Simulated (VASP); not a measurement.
A run of VASP 6.6.1 is set up as follows.

File INCAR:

```
PREC = Accurate
ENCUT = 520
EDIFF = 1E-7
ISMEAR = 0
SIGMA = 0.05
LREAL = False
LASPH = True
NELM = 80
ALGO = Normal
ISIF = 2
LWAVE = False
LCHARG = False
GGA = PE
IVDW = 12
NBANDS = 20
```

Contents of KPOINTS:

```
regular mesh
0
Gamma
  9 9 4
```

The input POSCAR:

```
Al2O3
1.0
    2.8385000000      0.0000000000      0.0000000000
   -1.4192500000      2.4582131086      0.0000000000
    0.0000000000      0.0000000000      7.7340000000
Al O
2 3
Direct
    0.0000000000      0.0000000000      0.1907358529
    0.0000000000      0.0000000000      0.8092641471
    0.3333333333      0.6666666667      0.2840924954
    0.6666666667      0.3333333333      0.0000000000
    0.3333333333      0.6666666667      0.7159075046
```

Potentials or basis: VASP PAW PBE potentials, release 64 (Al, O).

Launch:

```sh
$ cat potpaw_PBE.64/Al/POTCAR potpaw_PBE.64/O/POTCAR > POTCAR
$ mpirun -np 1 vasp_std > vasp.out
```

Q: Predict the band gap on the k mesh.

A: 4.82 eV, indirect (least direct gap 4.88 eV).

Q: What does it give for the largest force?

A: 0.735 eV/Å.

Q: Estimate the dispersion energy per atom.

A: -0.187 eV.

Forces in eV/Å, atoms in the order of the input:
```
Al   0.000  0.000 -0.735
Al   0.000  0.000  0.735
O    0.000  0.000 -0.560
O    0.000  0.000  0.000
O    0.000  0.000  0.560
```

A k mesh can miss the band edges. A hybrid or GW would open this gap; PBE tends to underestimate it.
